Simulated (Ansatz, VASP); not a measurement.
# One calculation of BN, two programs

File INCAR:

```
SYSTEM = BN
ALGO     = Normal         ! electronic algorithm
EDIFF    = 1E-7           ! SCF threshold, eV
ENCUT    = 520            ! plane-wave cutoff, eV
GGA      = PS             ! functional
ISIF     = 2              ! what is computed and relaxed
ISMEAR   = 0              ! smearing method
LASPH    = .True.         ! aspherical terms in the spheres
LCHARG   = .True.         ! write CHGCAR
LELF     = .True.         ! ELF
LREAL    = .False.        ! projectors in reciprocal space
LVHAR    = .True.       
LWAVE    = .False.        ! write WAVECAR
NBANDS   = 11             ! bands
NELM     = 80             ! most SCF steps
PREC     = Accurate       ! precision mode
SIGMA    = 0.01           ! smearing width, eV
```

File KPOINTS:

```
k-points
0
Gamma
  10 10 6
  0 0 0
```

POSCAR

```
BN
1.0
    2.4655236168      0.0000000000      0.0000000000
   -1.2255762221      2.1393386017      0.0000000000
   -0.6199736973     -1.0696697924      2.9713006098
B N
1 1
Direct
    0.9796430000      0.9834990000      0.0018060000
    0.6685060000      0.3323850000      0.9849990000
```

Input for Ansatz:

```yaml
crystal:
  lattice:
    - [2.4655236167593007, 0.0, 0.0]
    - [-1.2255762221485234, 2.1393386017308766, 0.0]
    - [-0.6199736973053888, -1.0696697923892247, 2.971300609758635]
  atoms:
    - { symbol: B, position: [0.979643, 0.983499, 0.001806] }
    - { symbol: "N", position: [0.668506, 0.332385, 0.984999] }
basis:
  ecutwfc: 500.0
kpoints:
  mp_grid:
    grid: [10, 10, 6]
hamiltonian:
  xc: pbesol
  pseudopotentials:
    kind: paw
scf:
  occupations:
    method: fixed
output:
  stress: true
```

Alike in both runs: task single point; functional PBEsol; k mesh 10 × 10 × 6; no spin polarisation.

|  | VASP | Ansatz |
| --- | --- | --- |
| version | VASP 6.6.1 | Ansatz 0.2.0 |
| potentials or method | VASP PAW PBE potentials, release 64 (B, N), cutoff 520 eV | plane waves, PAW |
| occupations | gaussian, width 0.01 eV | fixed |
| valence electrons in the cell | 8 | 8 |

|  | VASP | Ansatz | Ansatz less VASP |
| --- | --- | --- | --- |
| pressure (GPa) | 17.1 | 16.8 | -0.31 |
| traceless stress, the component that is largest in VASP (GPa) | 13.93 | 13.62 | -0.307 |

VASP's potentials were made for PBE, not for PBEsol.
